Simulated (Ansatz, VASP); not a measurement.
**Two plane-wave programs on Ge**

INCAR

```
SYSTEM = Ge
PREC = Accurate
ENCUT = 600
EDIFF = 1E-6
ISMEAR = 0
SIGMA = 0.1
LREAL = .False.
LASPH = .True.
NELM = 100
ALGO = Normal
ISIF = 3
LWAVE = .False.
LCHARG = .False.
GGA = PS
IBRION = 2
NSW = 100
EDIFFG = -0.01
```

The input KPOINTS:

```
regular mesh
0
Gamma
  24 24 22
  0 0 0
```

The input POSCAR:

```
Ge
1.0
    2.8244046401      0.0000000000      0.0000000000
   -1.4122023200      2.4460061689      0.0000000000
    0.0000000000      0.0000000000      2.6168623557
Ge
1
Direct
    0.0000000000      0.0000000000      0.0000000000
```

Input for Ansatz:

```yaml
crystal:
  lattice:
    - [2.8244046401, 0.0, 0.0]
    - [-1.41220232, 2.4460061689, 0.0]
    - [0.0, 0.0, 2.6168623557]
  atoms:
    - { symbol: Ge, position: [0.0, 0.0, 0.0] }
basis:
  ecutwfc: 420
kpoints:
  mp_grid: { grid: [24, 24, 22] }
hamiltonian:
  xc: pbesol
scf:
  occupations: { method: gaussian, width: 0.1 }
output:
  forces: true
  stress: true
  eigenvalues: true
relax:
  adjacent_minimum: "off"
  f_tol: 0.01
  max_steps: 80
  cell: { stress_tol: 0.05 }
```

Alike in both runs: task relaxation of cell and atoms; functional PBEsol; k mesh 24 × 24 × 22; occupations gaussian, width 0.1 eV; no spin polarisation.

|  | VASP | Ansatz |
| --- | --- | --- |
| version | VASP 6.6.1 | Ansatz 0.2.0 |
| potentials or method | VASP PAW PBE potentials, release 64 (Ge_d), cutoff 600 eV | scalar-relativistic, plane waves, PAW |
| valence electrons in the cell | 14 | 14 |

Ansatz gave:

* gap on the k mesh at the Fermi level, each at its own relaxed structure (eV): none
* relaxed volume (Å³/atom): 18.37
* relaxed cell length with the largest relative difference (Å): 2.836

Task: Which values does VASP return?

Result: gap on the k mesh at the Fermi level, each at its own relaxed structure (eV): none; relaxed volume (Å³/atom): 18.42; relaxed cell length with the largest relative difference (Å): 2.838.

VASP's potentials were made for PBE, not for PBEsol. A gap of «none» marks a metal or a gap that the smearing closes.
